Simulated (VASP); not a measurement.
# LiCl (F-43m) in VASP: further runs, part 2 of 2

VASP 6.6.1.

## 3. Single point, r2SCAN

This run uses another cell than the first one, of 20.41 Å³/atom, 0.889 times its volume.

The input, POSCAR:

```
LiCl
1.0
    0.0000000000      2.7330425368      2.7330425368
    2.7330425368      0.0000000000      2.7330425368
    2.7330425368      2.7330425368      0.0000000000
Li Cl
1 1
Direct
    0.0000000000      0.0000000000      0.0000000000
    0.2500000000      0.2500000000      0.2500000000
```

The input, INCAR.step1:

```
SYSTEM = LiCl
PREC = Accurate ; ENCUT = 520
ISMEAR = 0 ; SIGMA = 0.01
LREAL = .FALSE. ; LASPH = .TRUE.
NELM = 100 ; NBANDS = 12
GGA = PE ; ALGO = Normal
EDIFF = 1E-4 ; LWAVE = .TRUE.
LCHARG = .FALSE.
```

The input, INCAR.step2:

```
SYSTEM = LiCl
PREC = Accurate ; ENCUT = 520
EDIFF = 1E-7 ; ISMEAR = 0
SIGMA = 0.01 ; LREAL = .FALSE.
LASPH = .TRUE. ; NELM = 100
ALGO = Normal ; ISIF = 2
LWAVE = .FALSE. ; LCHARG = .TRUE.
METAGGA = R2SCAN ; LMIXTAU = .TRUE.
LELF = .TRUE. ; LVHAR = .TRUE.
NBANDS = 12 ; ISTART = 1
```

The input, KPOINTS:

```
regular mesh
0
G
  8 8 8
  0 0 0
```

Potentials or basis: VASP PAW PBE potentials, release 64 (Li_sv, Cl).

Command:

```sh
cat potpaw_PBE.64/Li_sv/POTCAR potpaw_PBE.64/Cl/POTCAR > POTCAR
cp INCAR.step1 INCAR
mpirun -np 1 vasp_std > vasp.out
cp INCAR.step2 INCAR
mpirun -np 1 vasp_std > vasp.out
```

Run time: 86 s. Hardware: 1 thread of Intel Xeon Platinum 8488C (Sapphire Rapids), shared host; peak memory 0.16 GiB.

The run converged. Its results:

```yaml
Free_energy: -12.5779 eV
Band_gap_on_the_k_mesh: 6.77 eV, direct
```

Levels at points of the mesh, in eV from the valence-band top:
| k point | band 1 | band 2 | band 3 | band 4 | band 5 | band 6 | band 7 | band 8 | band 9 | band 10 |
| --- | --- | --- | --- | --- | --- | --- | --- | --- | --- | --- |
| (0.00, 0.00, 0.00) | -44.13 | -13.30 | 0.00 | 0.00 | 0.00 | 6.77 | 11.05 | 11.05 | 11.05 | 15.32 |
| (0.50, 0.00, 0.00) | -44.13 | -13.00 | -2.04 | -0.29 | -0.29 | 9.21 | 11.13 | 11.13 | 11.47 | 17.09 |
| (0.50, 0.50, 0.00) | -44.13 | -12.90 | -1.65 | -0.85 | -0.85 | 7.18 | 10.44 | 14.68 | 15.12 | 15.12 |

Caveat: the cutoff is under 1.25 times the usual one of these potentials, so pressure, stress and relaxed cells hold a basis-set (Pulay) error; the PAW data sets were made with another functional, which shifts forces and pressure a little. A k mesh can miss the band edges.

## 4. Single point, r2SCAN (strain +4.0%)

The input, POSCAR:

```
LiCl
1.0
    0.0000000000      2.8423642382      2.8423642382
    2.8423642382      0.0000000000      2.8423642382
    2.8423642382      2.8423642382      0.0000000000
Li Cl
1 1
Direct
    0.0000000000      0.0000000000      0.0000000000
    0.2500000000      0.2500000000      0.2500000000
```

The input, INCAR.step1:

```
PREC = Accurate
ENCUT = 520
ISMEAR = 0
SIGMA = 0.01
LREAL = False
LASPH = True
NELM = 80
NBANDS = 12
GGA = PE
ALGO = Normal
EDIFF = 1E-4
LWAVE = True
LCHARG = False
```

The input, INCAR.step2:

```
PREC = Accurate
ENCUT = 520
EDIFF = 1E-7
ISMEAR = 0
SIGMA = 0.01
LREAL = False
LASPH = True
NELM = 80
ALGO = Normal
ISIF = 2
LWAVE = False
LCHARG = False
METAGGA = R2SCAN
LMIXTAU = True
NBANDS = 12
ISTART = 1
```

The input, KPOINTS:

```
regular mesh
0
Gamma
  8 8 8
```

Potentials or basis: VASP PAW PBE potentials, release 64 (Li_sv, Cl).

Command:

```sh
cat potpaw_PBE.64/Li_sv/POTCAR potpaw_PBE.64/Cl/POTCAR > POTCAR
cp INCAR.step1 INCAR
mpirun -np 1 vasp_std > vasp.out
cp INCAR.step2 INCAR
mpirun -np 1 vasp_std > vasp.out
```

OUTCAR:

```text
PREC = Accurate
   ENCUT = 520
   EDIFF = 1E-7
   ISMEAR = 0
   LREAL = False
   LASPH = True
   NELM = 80
   ISIF = 2
   METAGGA = R2SCAN
   ISTART = 1

 ion  position               nearest neighbor table
   1  0.000  0.000  0.000-   2 2.46   2 2.46   2 2.46   2 2.46
   2  0.250  0.250  0.250-   1 2.46   1 2.46   1 2.46   1 2.46

  LATTYP: Found a face centered cubic cell.
 ALAT       =     5.6847284764

  Lattice vectors:

 A1 = (   0.0000000000,   2.8423642382,   2.8423642382)
 A2 = (   2.8423642382,   0.0000000000,   2.8423642382)
 A3 = (   2.8423642382,   2.8423642382,   0.0000000000)

Analysis of symmetry for initial positions (statically):
=====================================================================
 Subroutine PRICEL returns:
 Original cell was already a primitive cell.

 Routine SETGRP: Setting up the symmetry group for a
 face centered cubic supercell.

 Subroutine GETGRP returns: Found 24 space group operations
 (whereof 24 operations were pure point group operations)
 out of a pool of 48 trial point group operations.

The static configuration has the point symmetry T_d .

Analysis of symmetry for dynamics (positions and initial velocities):
=====================================================================
 Subroutine PRICEL returns:
 Original cell was already a primitive cell.

 Routine SETGRP: Setting up the symmetry group for a
 face centered cubic supercell.

 Subroutine GETGRP returns: Found 24 space group operations
 (whereof 24 operations were pure point group operations)
 out of a pool of 48 trial point group operations.

The dynamic configuration has the point symmetry T_d .

 Subroutine INISYM returns: Found 24 space group operations
 (whereof 24 operations are pure point group operations),
 and found     1 'primitive' translations

----------------------------------------------------------------------------------------

                                     Primitive cell

[... 114 lines left out ...]
   LORBIT       =      0    0 simple, 1 ext, 2 COOP (PROOUT), +10 PAW based schemes
   METAGGA = R2SCAN    functional components
   LHFCALC =     F    Hartree Fock is set to
   AEXX    =    0.0000 exact exchange contribution
   IVDW    =     0    specifies the selected vdW correction
   LEPSILON=     F    determine dielectric tensor
   LRPA    =     F    only Hartree local field effects (RPA)
 non-spin polarized calculation
 Gauss-broadening in eV      SIGMA  =   0.01
  energy-cutoff  :      520.00
  volume of cell :       45.93
 maximum number of plane-waves:      1254
 NGX is ok and might be reduce to    30
   NGX = 15   NGY = 15   NGZ = 15

 number of electron       9.9999994 magnetization

 Free energy of the ion-electron system (eV)
  ---------------------------------------------------
  ext. energy  EPLUGINS =         0.00000000
  ---------------------------------------------------
  free energy    TOTEN  =       -12.52867853 eV

  energy without entropy =      -12.52867853  energy(sigma->0) =      -12.52867853

 E-fermi :  -2.0935     XC(G=0):  -7.6661

 val. band max:       -2.1896546010   @ k =   0.0000   0.0000   0.0000
 cond. band min:       4.1533059140   @ k =   0.0000   0.0000   0.0000
 fundamental gap:      6.3429605150
 Fermi energy:        -2.0935354837

 k-point     1 :       0.0000    0.0000    0.0000
  band No.  band energies     occupation
      1     -46.5858      2.00000
      2     -15.2478      2.00000
      3      -2.1897      2.00000
      4      -2.1897      2.00000
      5      -2.1897      2.00000
      6       4.1533      0.00000
      7       8.6929      0.00000
      8       8.6929      0.00000
      9       8.6932      0.00000
     10      12.7863      0.00000
     11      12.7863      0.00000
     12      15.7202      0.00000
[... 331 lines left out ...]
 k-point    24 :      -0.3750    0.2500    0.1250
  band No.  band energies     occupation
      1     -46.5847      2.00000
      2     -14.9885      2.00000
      3      -3.6769      2.00000
      4      -2.8570      2.00000
      5      -2.6079      2.00000
      6       7.0287      0.00000
      7       7.5158      0.00000
      8       9.7471      0.00000
      9       9.8053      0.00000
     10      12.0330      0.00000
     11      13.9714      0.00000
     12      14.8103      0.00000

 [... further k-points ...]
[... 5 lines left out ...]
  --------------------------------------------------------------------------------------
  -------------------------------------------------------------------------------------
  Total       -0.7749038     -0.7749038     -0.7749038     -0.0000000     -0.0000000      0.0000000
  in kB      -27.0326862    -27.0326862    -27.0326862     -0.0000000     -0.0000000      0.0000000
  external PRESSURE =     -27.0326862 kB  Pullay stress =       0.0000000 kB

 VOLUME and BASIS-vectors are now :
 -----------------------------------------------------------------------------
  energy-cutoff  :      520.00
  volume of cell :       45.93
      direct lattice vectors                 reciprocal lattice vectors
     0.000000000  2.842364238  2.842364238    -0.175909897  0.175909897  0.175909897
     2.842364238  0.000000000  2.842364238     0.175909897 -0.175909897  0.175909897
     2.842364238  2.842364238  0.000000000     0.175909897  0.175909897 -0.175909897

 POSITION                                       TOTAL-FORCE (eV/Angst)
 -----------------------------------------------------------------------------------
      0.00000      0.00000      0.00000        -0.000000     -0.000000     -0.000000
      1.42118      1.42118      1.42118         0.000000      0.000000      0.000000
 -----------------------------------------------------------------------------------
    total drift:                                0.000000      0.000000     -0.000000

  FREE ENERGIE OF THE ION-ELECTRON SYSTEM (eV)
  ---------------------------------------------------
  free  energy   TOTEN  =       -12.5286785348 eV

  energy  without entropy=      -12.5286785348  energy(sigma->0) =      -12.52867853
```

Wall time 80 s (1 thread of Intel Xeon Platinum 8488C (Sapphire Rapids), shared host); peak memory 0.17 GiB.

Results:

- Free energy: -12.5287 eV
- Band gap on the k mesh: 6.34 eV, direct

Levels at points of the mesh, in eV from the valence-band top:
| k point | band 3 | band 4 | band 5 | band 6 | band 7 | band 8 |
| --- | --- | --- | --- | --- | --- | --- |
| (0.00, 0.00, 0.00) | 0.00 | 0.00 | 0.00 | 6.34 | 10.88 | 10.88 |
| (0.50, 0.00, 0.00) | -1.70 | -0.24 | -0.24 | 8.82 | 10.79 | 10.97 |
| (0.50, 0.50, 0.00) | -1.38 | -0.69 | -0.69 | 7.21 | 10.28 | 13.51 |

Caveat: the cell differs from its parent crystal (strain +4.0%); the cutoff is under 1.25 times the usual one of these potentials, so pressure, stress and relaxed cells hold a basis-set (Pulay) error; the PAW data sets were made with another functional, which shifts forces and pressure a little.

## 5. Overview

| level | cell | smearing | gap on the mesh (eV) |
| --- | --- | --- | --- |
| PBE | a = 4.020 Å, angles 60.0°, 2 atoms | fermi-dirac 0.02 eV | 5.67 |
| r2SCAN | a = 3.865 Å, angles 60.0°, 2 atoms | gaussian 0.01 eV | 6.77 |
| r2SCAN | a = 4.020 Å, angles 60.0°, 2 atoms | gaussian 0.01 eV | 6.34 |

Alike in all rows: task single point; potentials or basis VASP PAW PBE potentials, release 64 (Li_sv, Cl); no spin polarisation; k mesh 8 × 8 × 8; cutoff (eV) 520.

Caveats: the cutoff is under 1.25 times the usual one of these potentials, so pressure, stress and relaxed cells hold a basis-set (Pulay) error; the PAW data sets were made with another functional, which shifts forces and pressure a little (some runs).

Total energies depend on the potentials used, so only differences within one code and one set of settings carry meaning.
